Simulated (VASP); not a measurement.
# NbPdSe4 (P6/mmm) in VASP: notebook

NbPdSe4 is run at these levels: PBE; tasks: single point, relaxation of cell and atoms.

Program: VASP 6.6.1. These are calculated values, not measurements. Logs are shortened: lines on timing, memory, paths and dates and some standing lists are left out, and cuts for length are marked.

### 1 The cell of the first run

Symmetry: P6/mmm, No. 191, hexagonal system. The conventional cell has a = 4.751 Å, b = 4.751 Å, c = 5.884 Å, α = 90.00°, β = 90.00°, γ = 120.00°. Within 3.9 Å of Nb (site symmetry 6/mmm) lie 2 Pd at 2.94 Å and 12 Se at 3.04 Å. Within 3.9 Å of Pd (site symmetry 6/mmm) lie 2 Nb at 2.94 Å and 12 Se at 3.19 Å. Se (site symmetry 3m) has 5 Se at 2.63 to 3.26 Å and 3 Nb at 3.04 Å and 3 Pd at 3.19 Å within 3.5 Å.

### 2 Single point, PBE

INCAR

```
ALGO = Normal
EDIFF = 1E-6
ENCUT = 520
GGA = PE
ISIF = 2
ISMEAR = 0
LASPH = T
LCHARG = F
LREAL = F
LWAVE = F
NBANDS = 32
NELM = 60
PREC = Accurate
SIGMA = 0.1
```

KPOINTS

```
k-points
0
Gamma
  12 12 6
```

POSCAR

```
NbPdSe4
1.0
    4.7514312650      0.0000000000      0.0000000000
   -2.3757156325      4.1148601798      0.0000000000
    0.0000000000      0.0000000000      5.8843446390
Nb Pd Se
1 1 4
Direct
    0.0000000000      0.0000000000      0.0000000000
    0.0000000000      0.0000000000      0.5000000000
    0.3333333333      0.6666666667      0.7768971434
    0.3333333333      0.6666666667      0.2231028566
    0.6666666667      0.3333333333      0.7768971434
    0.6666666667      0.3333333333      0.2231028566
```

Potentials or basis: VASP PAW PBE potentials, release 64 (Nb_sv, Pd, Se).

Run with:

```
$ cat potpaw_PBE.64/Nb_sv/POTCAR potpaw_PBE.64/Pd/POTCAR potpaw_PBE.64/Se/POTCAR > POTCAR
$ mpirun -np 1 vasp_std > vasp.out
```

OUTCAR:

```text
EDIFF = 1E-6
   ENCUT = 520
   GGA = PE
   ISIF = 2
   ISMEAR = 0
   LASPH = T
   LREAL = F
   NELM = 60
   PREC = Accurate

 ion  position               nearest neighbor table
   1  0.000  0.000  0.000-   2 2.94   2 2.94
   2  0.000  0.000  0.500-   1 2.94   1 2.94
   3  0.333  0.667  0.777-   4 2.63   5 2.74   5 2.74   5 2.74
   4  0.333  0.667  0.223-   3 2.63   6 2.74   6 2.74   6 2.74
   5  0.667  0.333  0.777-   6 2.63   3 2.74   3 2.74   3 2.74
   6  0.667  0.333  0.223-   5 2.63   4 2.74   4 2.74   4 2.74

  LATTYP: Found a hexagonal cell.
 ALAT       =     4.7514312650
 C/A-ratio  =     1.2384362334

  Lattice vectors:

 A1 = (   4.7514312650,   0.0000000000,   0.0000000000)
 A2 = (  -2.3757156325,   4.1148601798,   0.0000000000)
 A3 = (   0.0000000000,   0.0000000000,   5.8843446390)

Analysis of symmetry for initial positions (statically):
=====================================================================
 Subroutine PRICEL returns:
 Original cell was already a primitive cell.

 Routine SETGRP: Setting up the symmetry group for a
 hexagonal supercell.

 Subroutine GETGRP returns: Found 24 space group operations
 (whereof 24 operations were pure point group operations)
 out of a pool of 24 trial point group operations.

The static configuration has the point symmetry D_6h.

Analysis of symmetry for dynamics (positions and initial velocities):
=====================================================================
 Subroutine PRICEL returns:
 Original cell was already a primitive cell.

 Routine SETGRP: Setting up the symmetry group for a
 hexagonal supercell.

 Subroutine GETGRP returns: Found 24 space group operations
 (whereof 24 operations were pure point group operations)
 out of a pool of 24 trial point group operations.

The dynamic configuration has the point symmetry D_6h.

 Subroutine INISYM returns: Found 24 space group operations
 (whereof 24 operations are pure point group operations),
 and found     1 'primitive' translations

----------------------------------------------------------------------------------------

                                     Primitive cell

  volume of cell :     115.0476

  direct lattice vectors                    reciprocal lattice vectors
     4.751431265  0.000000000  0.000000000     0.210462899  0.121510812  0.000000000
    -2.375715632  4.114860180  0.000000000     0.000000000  0.243021623  0.000000000
     0.000000000  0.000000000  5.884344639     0.000000000  0.000000000  0.169942459

  length of vectors
     4.751431265  4.751431265  5.884344639     0.243021623  0.243021623  0.169942459

  position of ions in fractional coordinates (direct lattice)
     0.000000000  0.000000000  0.000000000
     0.000000000  0.000000000  0.500000000
     0.333333333  0.666666667  0.776897143
     0.333333333  0.666666667  0.223102857
     0.666666667  0.333333333  0.776897143
     0.666666667  0.333333333  0.223102857

  ion indices of the primitive-cell ions
   primitive index   ion index
                 1           1
                 2           2
                 3           3
                 4           4
                 5           5
                 6           6

----------------------------------------------------------------------------------------

 KPOINTS: k-points

Automatic generation of k-mesh.
 Grid dimensions read from file:
 generate k-points for:   12   12    6

 Generating k-lattice:

  Cartesian coordinates                     Fractional coordinates (reciprocal lattice)
     0.017538575  0.010125901  0.000000000     0.083333333  0.000000000  0.000000000
     0.000000000  0.020251802  0.000000000     0.000000000  0.083333333  0.000000000
     0.000000000  0.000000000  0.028323743     0.000000000  0.000000000  0.166666667

  Length of vectors
     0.020251802  0.020251802  0.028323743

  Shift w.r.t. Gamma in fractional coordinates (k-lattice)
     0.000000000  0.000000000  0.000000000

 Subroutine IBZKPT returns following result:
 ===========================================

 Found     76 irreducible k-points:

 Following reciprocal coordinates:
            Coordinates               Weight
  0.000000  0.000000  0.000000      1.000000
  0.083333  0.000000  0.000000      6.000000
  0.166667  0.000000  0.000000      6.000000
  0.250000  0.000000  0.000000      6.000000
  0.333333  0.000000  0.000000      6.000000
  0.416667  0.000000  0.000000      6.000000
[... 16 lines left out ...]
  0.250000  0.000000  0.166667     12.000000
  0.333333  0.000000  0.166667     12.000000
 [... further k-points ...]
   k-points           NKPTS =     76   k-points in BZ     NKDIM =     76   number of bands    NBANDS=     32
   number of dos      NEDOS =    301   number of ions     NIONS =      6
   total plane-waves  NPLWV =  62208
   dimension x,y,z NGX =    36 NGY =   36 NGZ =   48
   dimension x,y,z NGXF=    72 NGYF=   72 NGZF=   96
   ions per type =               1   1   4
   NGX,Y,Z   is equivalent  to a cutoff of  12.60, 12.60, 13.56 a.u.
   NGXF,Y,Z  is equivalent  to a cutoff of  25.19, 25.19, 27.12 a.u.
 SYSTEM =  unknown system
   PREC   = accura    normal or accurate (medium, high low for compatibility)
   ISTART =      0    job   : 0-new  1-cont  2-samecut
   ICHARG =      2    charge: 1-file 2-atom 10-const
   ISPIN  =      1    spin polarized calculation?
   LNONCOLLINEAR =      F non collinear calculations
   LSORBIT =      F    spin-orbit coupling
   LASPH  =      T    aspherical Exc in radial PAW
   ENCUT  =  520.0 eV  38.22 Ry    6.18 a.u.   8.83  8.83 10.94*2*pi/ulx,y,z
   NELM   =     60;   NELMIN=  2; NELMDL= -5     # of ELM steps
   EDIFF  = 0.1E-05   stopping-criterion for ELM
   LREAL  =      F    real-space projection
   EDIFFG = 0.1E-04   stopping-criterion for IOM
   NSW    =      0    number of steps for IOM
   IBRION =     -1    ionic relax: 0-MD 1-quasi-New 2-CG
   NFREE  =      0    steps in history (QN), initial steepest desc. (CG)
   ISIF   =      2    stress and relaxation
   ISYM   =      2    0-nonsym 1-usesym 2-fastsym
   POTIM  = 0.5000    time-step for ionic-motion
   TEBEG  =    0.0;   TEEND  =   0.0 temperature during run
   PSTRESS=    0.0 pullay stress
   NELECT =      47.0000    total number of electrons
   NUPDOWN=      -1.0000    fix difference up-down
   EMIN   =  10.00;   EMAX   =-10.00  energy-range for DOS
   EFERMI =   0.00;   METHOD = LEGACY
   ISMEAR =     0;   SIGMA  =   0.10  broadening in eV -4-tet -1-fermi 0-gaus
   EFERMI_NEDOS =   21; number of points for ismear=-14 and -15
   IALGO  =     38    algorithm
   IMIX   =      4    mixing-type and parameters
     AMIX     =   0.40;   BMIX     =  1.00
     AMIX_MAG =   1.60;   BMIX_MAG =  1.00
  volume/ion in A,a.u.               =      19.17       129.40
  Fermi-wavevector in a.u.,A,eV,Ry     =   1.214735  2.295516 20.076502  1.475581
  Thomas-Fermi vector in A             =   2.350145
   LORBIT       =      0    0 simple, 1 ext, 2 COOP (PROOUT), +10 PAW based schemes
   GGA     = PE    functional components
   LHFCALC =     F    Hartree Fock is set to
   AEXX    =    0.0000 exact exchange contribution
   IVDW    =     0    specifies the selected vdW correction
   LEPSILON=     F    determine dielectric tensor
   LRPA    =     F    only Hartree local field effects (RPA)
 non-spin polarized calculation
 Gauss-broadening in eV      SIGMA  =   0.10
  energy-cutoff  :      520.00
  volume of cell :      115.05
 maximum number of plane-waves:      3142
 NGX is ok and might be reduce to    36
   NGX = 17   NGY = 17   NGZ = 21

 number of electron      46.9999996 magnetization

 Free energy of the ion-electron system (eV)
  ---------------------------------------------------
  ext. energy  EPLUGINS =         0.00000000
  ---------------------------------------------------
  free energy    TOTEN  =       -27.29219009 eV

  energy without entropy =      -27.27459923  energy(sigma->0) =      -27.28339466

 E-fermi :   7.4396     XC(G=0): -11.1487

 val. band max:        7.4371488991   @ k =   0.2500   0.0000   0.5000
 cond. band min:       7.4637810533   @ k =   0.2500   0.0833   0.3333
 fundamental gap:      0.0266321542
 Fermi energy:         7.4395942845

 k-point     1 :       0.0000    0.0000    0.0000
  band No.  band energies     occupation
      1     -48.3329      2.00000
      2     -24.4238      2.00000
      3     -24.4238      2.00000
      4     -24.2173      2.00000
      5      -9.0346      2.00000
      6      -6.8303      2.00000
[... 24 lines left out ...]
     31      10.8538      0.00000
     32      11.8799      0.00000

 k-point     2 :       0.0833    0.0000    0.0000
  band No.  band energies     occupation
      1     -48.3329      2.00000
      2     -24.4245      2.00000
      3     -24.4239      2.00000
      4     -24.2172      2.00000
      5      -8.9894      2.00000
      6      -6.7959      2.00000
[... 24 lines left out ...]
     31      10.8101      0.00000
     32      12.4087      0.00000

 k-point     3 :       0.1667    0.0000    0.0000
  band No.  band energies     occupation
      1     -48.3329      2.00000
      2     -24.4266      2.00000
      3     -24.4244      2.00000
      4     -24.2169      2.00000
      5      -8.8566      2.00000
      6      -6.6941      2.00000
[... 24 lines left out ...]
     31      10.6730      0.00000
     32      12.2807      0.00000

 k-point     4 :       0.2500    0.0000    0.0000
  band No.  band energies     occupation
      1     -48.3328      2.00000
      2     -24.4293      2.00000
      3     -24.4249      2.00000
      4     -24.2164      2.00000
      5      -8.6455      2.00000
      6      -6.5297      2.00000
[... 654 lines left out ...]
     31      10.8856      0.00000
     32      12.2877      0.00000

 k-point    23 :       0.2500    0.0000    0.1667
  band No.  band energies     occupation
      1     -48.3328      2.00000
      2     -24.4293      2.00000
      3     -24.4249      2.00000
      4     -24.2171      2.00000
      5      -8.5878      2.00000
      6      -6.6615      2.00000
[... 24 lines left out ...]
     31      11.5972      0.00000
     32      12.0555      0.00000

 k-point    24 :       0.3333    0.0000    0.1667
  band No.  band energies     occupation
      1     -48.3327      2.00000
      2     -24.4321      2.00000
      3     -24.4255      2.00000
      4     -24.2167      2.00000
      5      -8.3190      2.00000
      6      -6.4435      2.00000
[... 24 lines left out ...]
     31      11.4975      0.00000
     32      11.5126      0.00000

 [... further k-points ...]
[... 5 lines left out ...]
  --------------------------------------------------------------------------------------
  -------------------------------------------------------------------------------------
  Total       -0.0080770     -0.0080770      0.0297475      0.0000000     -0.0000000      0.0000000
  in kB       -0.1124821     -0.1124821      0.4142693      0.0000000     -0.0000000      0.0000000
  external PRESSURE =       0.0631017 kB  Pullay stress =       0.0000000 kB

 VOLUME and BASIS-vectors are now :
 -----------------------------------------------------------------------------
  energy-cutoff  :      520.00
  volume of cell :      115.05
      direct lattice vectors                 reciprocal lattice vectors
     4.751431265  0.000000000  0.000000000     0.210462899  0.121510812  0.000000000
    -2.375715632  4.114860180  0.000000000     0.000000000  0.243021623  0.000000000
     0.000000000  0.000000000  5.884344639     0.000000000  0.000000000  0.169942459

 POSITION                                       TOTAL-FORCE (eV/Angst)
 -----------------------------------------------------------------------------------
      0.00000      0.00000      0.00000        -0.000000     -0.000000      0.000000
      0.00000      0.00000      2.94217        -0.000000     -0.000000      0.000000
     -0.00000      2.74324      4.57153         0.000000      0.000000     -0.008711
     -0.00000      2.74324      1.31281         0.000000      0.000000      0.008711
      2.37572      1.37162      4.57153        -0.000000      0.000000     -0.008711
      2.37572      1.37162      1.31281        -0.000000     -0.000000      0.008711
 -----------------------------------------------------------------------------------
    total drift:                                0.000000     -0.000000      0.000000

  FREE ENERGIE OF THE ION-ELECTRON SYSTEM (eV)
  ---------------------------------------------------
  free  energy   TOTEN  =       -27.2921900905 eV

  energy  without entropy=      -27.2745992347  energy(sigma->0) =      -27.28339466
```

Wall time 2 min (1 thread of Intel Xeon 6975P-C (Granite Rapids), shared host); peak memory 0.42 GiB.

What came out:

```yaml
Free_energy: -27.2922 eV
Pressure: 0.0 GPa
Largest_force: 0.009 eV/Å
```

Forces in eV/Å, atoms in the order of the input:
```
Nb   0.000  0.000  0.000
Pd   0.000  0.000  0.000
Se   0.000  0.000 -0.009
Se   0.000  0.000  0.009
Se   0.000  0.000 -0.009
Se   0.000  0.000  0.009
```

Levels at points of the mesh, in eV from the Fermi level:
| k point | band 20 | band 21 | band 22 | band 23 | band 24 | band 25 | band 26 | band 27 | band 28 | band 29 |
| --- | --- | --- | --- | --- | --- | --- | --- | --- | --- | --- |
| (0.00, 0.00, 0.00) | -1.73 | -1.73 | -0.32 | -0.32 | 0.50 | 0.88 | 1.14 | 1.14 | 2.38 | 3.26 |
| (0.50, 0.00, 0.00) | -1.11 | -1.11 | -0.35 | -0.29 | 0.85 | 1.21 | 1.32 | 1.76 | 2.13 | 2.59 |
| (0.00, 0.00, 0.50) | -1.77 | -1.15 | -1.15 | -0.34 | -0.34 | -0.03 | 0.63 | 1.22 | 1.22 | 2.58 |
| (0.50, 0.00, 0.50) | -1.60 | -1.57 | -0.51 | -0.39 | -0.35 | -0.15 | 0.76 | 0.89 | 1.71 | 1.91 |

### 3 Relaxation of cell and atoms, PBE

This run uses another cell than the first one, of 18.97 Å³/atom, 0.989 times its volume.

INCAR

```
ALGO     = Normal         # electronic algorithm
EDIFF    = 1E-7           # SCF threshold, eV
EDIFFG   = -0.04          # ionic threshold
ENCUT    = 600            # plane-wave cutoff, eV
GGA      = PE             # functional
IBRION   = 2              # ionic algorithm
ISIF     = 3              # what is computed and relaxed
ISMEAR   = 0              # smearing method
LASPH    = True           # aspherical terms in the spheres
LCHARG   = False          # write CHGCAR
LREAL    = False          # projectors in reciprocal space
LWAVE    = False          # write WAVECAR
NELM     = 100            # most SCF steps
NSW      = 90             # ionic steps
PREC     = Accurate       # precision mode
SIGMA    = 0.1            # smearing width, eV
```

KPOINTS

```
k-points
0
Gamma
  6 6 4
```

POSCAR

```
NbPdSe4
1.0
    4.8129177890      0.0000000000      0.0000000000
   -2.4064588945      4.1681090716      0.0000000000
    0.0000000000      0.0000000000      5.6734955250
Nb Pd Se
1 1 4
Direct
    0.0000000000      0.0000000000      0.0000000000
    0.0000000000      0.0000000000      0.5000000000
    0.3333333333      0.6666666667      0.7702043638
    0.3333333333      0.6666666667      0.2297956362
    0.6666666667      0.3333333333      0.7702043638
    0.6666666667      0.3333333333      0.2297956362
```

Potentials or basis: VASP PAW PBE potentials, release 64 (Nb_sv, Pd, Se).

Run with:

```
$ cat potpaw_PBE.64/Nb_sv/POTCAR potpaw_PBE.64/Pd/POTCAR potpaw_PBE.64/Se/POTCAR > POTCAR
$ mpirun -np 1 vasp_std > vasp.out
```

Wall time 3.2 min (1 thread of Intel Xeon 6975P-C (Granite Rapids), shared host); peak memory 0.33 GiB.

Results (log left out):

```yaml
Free_energy: -27.3082 eV
Relaxed_volume: 19.14 Å³/atom
Relaxed_cell: a = 4.774 Å, b = 4.774 Å, c = 5.819 Å, α = 90.00°, β = 90.00°, γ = 120.00°
Space_group_after_relaxing_to_0.05_Å: P6/mmm (No. 191)
Energy_gained_by_relaxing: 6.5 meV/atom
Ionic_steps: 6
Pressure_after_relaxing: 0.1 GPa
Largest_force_after_relaxing: 0.008 eV/Å
```

Forces in eV/Å, atoms in the order of the input:
```
Nb   0.000  0.000  0.000
Pd   0.000  0.000  0.000
Se   0.000  0.000  0.008
Se   0.000  0.000 -0.008
Se   0.000  0.000  0.008
Se   0.000  0.000 -0.008
```

Step by step:
| step | energy change (eV) | largest force (eV/Å) | pressure (GPa) | volume (Å³) |
| --- | --- | --- | --- | --- |
| 1 | 0.0000 | 0.1055 | 0.65 | 113.81 |
| 2 | -0.0276 | 0.1988 | -0.47 | 115.07 |
| 3 | -0.0283 | 0.2159 | -0.66 | 115.30 |
| 4 | -0.0365 | 0.0978 | 0.33 | 114.33 |
| 5 | -0.0366 | 0.0872 | 0.42 | 114.24 |
| 6 | -0.0392 | 0.0082 | 0.10 | 114.83 |

Final structure:
```cif
data_structure
_symmetry_space_group_name_H-M 'P 1'
_symmetry_Int_Tables_number 1
_cell_length_a 4.7737
_cell_length_b 4.7737
_cell_length_c 5.8185
_cell_angle_alpha 90.000
_cell_angle_beta 90.000
_cell_angle_gamma 120.000
_cell_volume 114.83
loop_
_atom_site_label
_atom_site_type_symbol
_atom_site_fract_x
_atom_site_fract_y
_atom_site_fract_z
_atom_site_occupancy
Nb1 Nb 0.00000 0.00000 0.00000 1
Pd1 Pd 0.00000 0.00000 0.50000 1
Se1 Se 0.33333 0.66667 0.77499 1
Se2 Se 0.33333 0.66667 0.22501 1
Se3 Se 0.66667 0.33333 0.77499 1
Se4 Se 0.66667 0.33333 0.22501 1
```

Levels at points of the mesh, in eV from the Fermi level:
| k point | band 19 | band 20 | band 21 | band 22 | band 23 | band 24 | band 25 | band 26 | band 27 | band 28 |
| --- | --- | --- | --- | --- | --- | --- | --- | --- | --- | --- |
| (0.00, 0.00, 0.00) | -2.38 | -1.75 | -1.75 | -0.28 | -0.28 | 0.76 | 0.83 | 1.12 | 1.12 | 2.37 |
| (0.50, 0.00, 0.00) | -1.28 | -1.17 | -1.11 | -0.31 | -0.25 | 0.81 | 1.21 | 1.36 | 1.76 | 2.34 |
| (0.00, 0.00, 0.50) | -1.83 | -1.81 | -1.14 | -1.14 | -0.35 | -0.35 | -0.07 | 0.58 | 1.24 | 1.24 |
| (0.50, 0.00, 0.50) | -1.75 | -1.65 | -1.62 | -0.54 | -0.44 | -0.38 | -0.19 | 0.73 | 0.85 | 1.65 |
